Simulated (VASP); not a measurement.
# SnSe2 (P-3m1) in VASP: further runs, part 3 of 3

VASP 6.6.1. The steps go on from the part before.

## (5) Single point, PBE (biaxial strain in the a-b plane: -6.0 %, then relaxed in part)

Input file INCAR:

```
PREC = Accurate
ENCUT = 520
EDIFF = 1E-6
ISMEAR = 0
SIGMA = 0.02
LREAL = F
LASPH = T
NELM = 80
ALGO = Normal
ISIF = 2
LWAVE = F
LCHARG = F
GGA = PE
NBANDS = 20
```

Input file KPOINTS:

```
regular mesh
0
Gamma
  12 12 4
```

Input file POSCAR:

```
SnSe2
1.0
    3.6393719746      0.0000000000      0.0000000000
   -1.8196859873      3.1517885838      0.0000000000
    0.0000000000      0.0000000000      7.4063873893
Sn Se
1 2
Direct
    0.0000000000      0.0000000000      0.0000000000
    0.6666666667      0.3333333333      0.7747885611
    0.3333333333      0.6666666667      0.2252114389
```

Potentials or basis: VASP PAW PBE potentials, release 64 (Sn_d, Se).

Started as:

```bash
cat potpaw_PBE.64/Sn_d/POTCAR potpaw_PBE.64/Se/POTCAR > POTCAR
mpirun -np 1 vasp_std > vasp.out
```

OUTCAR:

```text
PREC = Accurate
   ENCUT = 520
   EDIFF = 1E-6
   ISMEAR = 0
   LREAL = F
   LASPH = T
   NELM = 80
   ISIF = 2
   GGA = PE

 ion  position               nearest neighbor table
   1  0.000  0.000  0.000-   2 2.68   3 2.68   3 2.68   2 2.68   2 2.68   3 2.68
   2  0.667  0.333  0.775-   1 2.68   1 2.68   1 2.68
   3  0.333  0.667  0.225-   1 2.68   1 2.68   1 2.68

  LATTYP: Found a hexagonal cell.
 ALAT       =     3.6393719746
 C/A-ratio  =     2.0350729304

  Lattice vectors:

 A1 = (   3.6393719746,   0.0000000000,   0.0000000000)
 A2 = (  -1.8196859873,   3.1517885838,   0.0000000000)
 A3 = (   0.0000000000,   0.0000000000,   7.4063873893)

Analysis of symmetry for initial positions (statically):
=====================================================================
 Subroutine PRICEL returns:
 Original cell was already a primitive cell.

 Routine SETGRP: Setting up the symmetry group for a
 hexagonal supercell.

 Subroutine GETGRP returns: Found 12 space group operations
 (whereof 12 operations were pure point group operations)
 out of a pool of 24 trial point group operations.

The static configuration has the point symmetry D_3d.

Analysis of symmetry for dynamics (positions and initial velocities):
=====================================================================
 Subroutine PRICEL returns:
 Original cell was already a primitive cell.

 Routine SETGRP: Setting up the symmetry group for a
 hexagonal supercell.

 Subroutine GETGRP returns: Found 12 space group operations
 (whereof 12 operations were pure point group operations)
 out of a pool of 24 trial point group operations.

The dynamic configuration has the point symmetry D_3d.

 Subroutine INISYM returns: Found 12 space group operations
 (whereof 12 operations are pure point group operations),
 and found     1 'primitive' translations

----------------------------------------------------------------------------------------

                                     Primitive cell

  volume of cell :      84.9552

  direct lattice vectors                    reciprocal lattice vectors
     3.639371975  0.000000000  0.000000000     0.274772682  0.158640082  0.000000000
    -1.819685987  3.151788584  0.000000000     0.000000000  0.317280164  0.000000000
     0.000000000  0.000000000  7.406387389     0.000000000  0.000000000  0.135018592

  length of vectors
     3.639371975  3.639371975  7.406387389     0.317280164  0.317280164  0.135018592

  position of ions in fractional coordinates (direct lattice)
     0.000000000  0.000000000  0.000000000
     0.666666667  0.333333333  0.774788561
     0.333333333  0.666666667  0.225211439

  ion indices of the primitive-cell ions
   primitive index   ion index
                 1           1
                 2           2
                 3           3

----------------------------------------------------------------------------------------

 KPOINTS: regular mesh

Automatic generation of k-mesh.
 Grid dimensions read from file:
 generate k-points for:   12   12    4

 Generating k-lattice:

  Cartesian coordinates                     Fractional coordinates (reciprocal lattice)
     0.022897724  0.013220007  0.000000000     0.083333333  0.000000000  0.000000000
     0.000000000  0.026440014  0.000000000     0.000000000  0.083333333  0.000000000
     0.000000000  0.000000000  0.033754648     0.000000000  0.000000000  0.250000000

  Length of vectors
     0.026440014  0.026440014  0.033754648

  Shift w.r.t. Gamma in fractional coordinates (k-lattice)
     0.000000000  0.000000000  0.000000000

 Subroutine IBZKPT returns following result:
 ===========================================

 Found     69 irreducible k-points:

 Following reciprocal coordinates:
            Coordinates               Weight
  0.000000  0.000000  0.000000      1.000000
  0.083333  0.000000  0.000000      6.000000
  0.166667 -0.000000  0.000000      6.000000
  0.250000  0.000000  0.000000      6.000000
  0.333333  0.000000  0.000000      6.000000
  0.416667  0.000000  0.000000      6.000000
[... 16 lines left out ...]
  0.166667 -0.000000  0.250000      6.000000
  0.000000  0.166667  0.250000      6.000000
 [... further k-points ...]
   k-points           NKPTS =     69   k-points in BZ     NKDIM =     69   number of bands    NBANDS=     20
   number of dos      NEDOS =    301   number of ions     NIONS =      3
   total plane-waves  NPLWV =  43904
   dimension x,y,z NGX =    28 NGY =   28 NGZ =   56
   dimension x,y,z NGXF=    56 NGYF=   56 NGZF=  112
   ions per type =               1   2
   NGX,Y,Z   is equivalent  to a cutoff of  12.79, 12.79, 12.57 a.u.
   NGXF,Y,Z  is equivalent  to a cutoff of  25.58, 25.58, 25.14 a.u.
 SYSTEM =  unknown system
   PREC   = accura    normal or accurate (medium, high low for compatibility)
   ISTART =      0    job   : 0-new  1-cont  2-samecut
   ICHARG =      2    charge: 1-file 2-atom 10-const
   ISPIN  =      1    spin polarized calculation?
   LNONCOLLINEAR =      F non collinear calculations
   LSORBIT =      F    spin-orbit coupling
   LASPH  =      T    aspherical Exc in radial PAW
   ENCUT  =  520.0 eV  38.22 Ry    6.18 a.u.   6.77  6.77 13.77*2*pi/ulx,y,z
   NELM   =     80;   NELMIN=  2; NELMDL= -5     # of ELM steps
   EDIFF  = 0.1E-05   stopping-criterion for ELM
   LREAL  =      F    real-space projection
   EDIFFG = 0.1E-04   stopping-criterion for IOM
   NSW    =      0    number of steps for IOM
   IBRION =     -1    ionic relax: 0-MD 1-quasi-New 2-CG
   NFREE  =      0    steps in history (QN), initial steepest desc. (CG)
   ISIF   =      2    stress and relaxation
   ISYM   =      2    0-nonsym 1-usesym 2-fastsym
   POTIM  = 0.5000    time-step for ionic-motion
   TEBEG  =    0.0;   TEEND  =   0.0 temperature during run
   PSTRESS=    0.0 pullay stress
   NELECT =      26.0000    total number of electrons
   NUPDOWN=      -1.0000    fix difference up-down
   EMIN   =  10.00;   EMAX   =-10.00  energy-range for DOS
   EFERMI =   0.00;   METHOD = LEGACY
   ISMEAR =     0;   SIGMA  =   0.02  broadening in eV -4-tet -1-fermi 0-gaus
   EFERMI_NEDOS =   21; number of points for ismear=-14 and -15
   IALGO  =     38    algorithm
   IMIX   =      4    mixing-type and parameters
     AMIX     =   0.40;   BMIX     =  1.00
     AMIX_MAG =   1.60;   BMIX_MAG =  1.00
  volume/ion in A,a.u.               =      28.32       191.10
  Fermi-wavevector in a.u.,A,eV,Ry     =   1.103238  2.084818 16.560121  1.217135
  Thomas-Fermi vector in A             =   2.239693
   LORBIT       =      0    0 simple, 1 ext, 2 COOP (PROOUT), +10 PAW based schemes
   GGA     = PE    functional components
   LHFCALC =     F    Hartree Fock is set to
   AEXX    =    0.0000 exact exchange contribution
   IVDW    =     0    specifies the selected vdW correction
   LEPSILON=     F    determine dielectric tensor
   LRPA    =     F    only Hartree local field effects (RPA)
 non-spin polarized calculation
 Gauss-broadening in eV      SIGMA  =   0.02
  energy-cutoff  :      520.00
  volume of cell :       84.96
 maximum number of plane-waves:      2308
   NGX = 13   NGY = 13   NGZ = 27

 number of electron      26.0000009 magnetization

 Free energy of the ion-electron system (eV)
  ---------------------------------------------------
  ext. energy  EPLUGINS =         0.00000000
  ---------------------------------------------------
  free energy    TOTEN  =       -11.62367950 eV

  energy without entropy =      -11.62367950  energy(sigma->0) =      -11.62367950

 E-fermi :   3.7239     XC(G=0):  -8.8164

 val. band max:        3.5788604962   @ k =   0.0833   0.0000   0.2500
 cond. band min:       3.8915579729   @ k =   0.5000   0.0000   0.5000
 fundamental gap:      0.3126974767
 Fermi energy:         3.7239221535

 k-point     1 :       0.0000    0.0000    0.0000
  band No.  band energies     occupation
      1     -17.9940      2.00000
      2     -17.9940      2.00000
      3     -17.9276      2.00000
      4     -17.9113      2.00000
      5     -17.9113      2.00000
      6     -10.7776      2.00000
[... 12 lines left out ...]
     19      12.1581      0.00000
     20      12.5721      0.00000

 k-point     2 :       0.0833    0.0000    0.0000
  band No.  band energies     occupation
      1     -17.9969      2.00000
      2     -17.9892      2.00000
      3     -17.9246      2.00000
      4     -17.9153      2.00000
      5     -17.9118      2.00000
      6     -10.6986      2.00000
[... 498 lines left out ...]
 k-point    24 :       0.0000    0.1667    0.2500
  band No.  band energies     occupation
      1     -18.0061      2.00000
      2     -17.9765      2.00000
      3     -17.9260      2.00000
      4     -17.9153      2.00000
      5     -17.9126      2.00000
      6     -10.4544      2.00000
[... 12 lines left out ...]
     19      11.3717      0.00000
     20      11.8434      0.00000

 [... further k-points ...]
[... 5 lines left out ...]
  --------------------------------------------------------------------------------------
  -------------------------------------------------------------------------------------
  Total        4.2662869      4.2662869      0.0603876     -0.0000000      0.0000000      0.0000000
  in kB       80.4582711     80.4582711      1.1388543     -0.0000000      0.0000000      0.0000000
  external PRESSURE =      54.0184655 kB  Pullay stress =       0.0000000 kB

 VOLUME and BASIS-vectors are now :
 -----------------------------------------------------------------------------
  energy-cutoff  :      520.00
  volume of cell :       84.96
      direct lattice vectors                 reciprocal lattice vectors
     3.639371975  0.000000000  0.000000000     0.274772682  0.158640082  0.000000000
    -1.819685987  3.151788584  0.000000000     0.000000000  0.317280164  0.000000000
     0.000000000  0.000000000  7.406387389     0.000000000  0.000000000  0.135018592

 POSITION                                       TOTAL-FORCE (eV/Angst)
 -----------------------------------------------------------------------------------
      0.00000      0.00000      0.00000         0.000000      0.000000      0.000000
      1.81969      1.05060      5.73838         0.000000     -0.000000     -0.017660
     -0.00000      2.10119      1.66800        -0.000000      0.000000      0.017660
 -----------------------------------------------------------------------------------
    total drift:                               -0.000000      0.000000      0.000000

  FREE ENERGIE OF THE ION-ELECTRON SYSTEM (eV)
  ---------------------------------------------------
  free  energy   TOTEN  =       -11.6236795044 eV

  energy  without entropy=      -11.6236795044  energy(sigma->0) =      -11.62367950
```

Run time: 51 s. Hardware: 1 thread of Intel Xeon Platinum 8559C (Emerald Rapids), shared host; peak memory 0.27 GiB.

Results:

* Free energy: -11.6237 eV
* Pressure: 5.4 GPa
* Largest force: 0.018 eV/Å
* Band gap on the k mesh: 0.31 eV, indirect (least direct gap 0.94 eV)

Forces on the atoms (eV/Å):
```
Sn   0.000  0.000  0.000
Se   0.000  0.000 -0.018
Se   0.000  0.000  0.018
```

Caveat: the cell differs from its parent crystal (biaxial strain in the a-b plane: -6.0 %, then relaxed in part); spin-orbit coupling is left out, which moves the levels of the heavy elements; this functional lacks dispersion, which binds the layers, so the pressure and a relaxed spacing across them are unreliable.

## (6) The runs side by side

| cell | gap on the mesh (eV) | pressure (GPa) | largest force (eV/Å) |
| --- | --- | --- | --- |
| a = 3.872, b = 3.872, c = 6.971 Å, angles 90.0, 90.0, 120.0°, 3 atoms | 0.70 | 0.1 | 0.01 |
| a = 4.104, b = 4.104, c = 6.720 Å, angles 90.0, 90.0, 120.0°, 3 atoms | 0.41 | -4.5 | 0.41 |
| a = 3.639, b = 3.639, c = 7.222 Å, angles 90.0, 90.0, 120.0°, 3 atoms | 0.46 | 7.3 | 0.50 |
| a = 3.639, b = 3.639, c = 7.406 Å, angles 90.0, 90.0, 120.0°, 3 atoms | 0.31 | 5.4 | 0.02 |

Alike in all rows: task single point; level PBE; potentials or basis VASP PAW PBE potentials, release 64 (Sn_d, Se); no spin polarisation; k mesh 12 × 12 × 4; cutoff (eV) 520; smearing gaussian 0.02 eV.

Caveats: spin-orbit coupling is left out, which moves the levels of the heavy elements; this functional lacks dispersion, which binds the layers, so the pressure and a relaxed spacing across them are unreliable.

Total energies depend on the potentials used, so only differences within one code and one set of settings carry meaning.
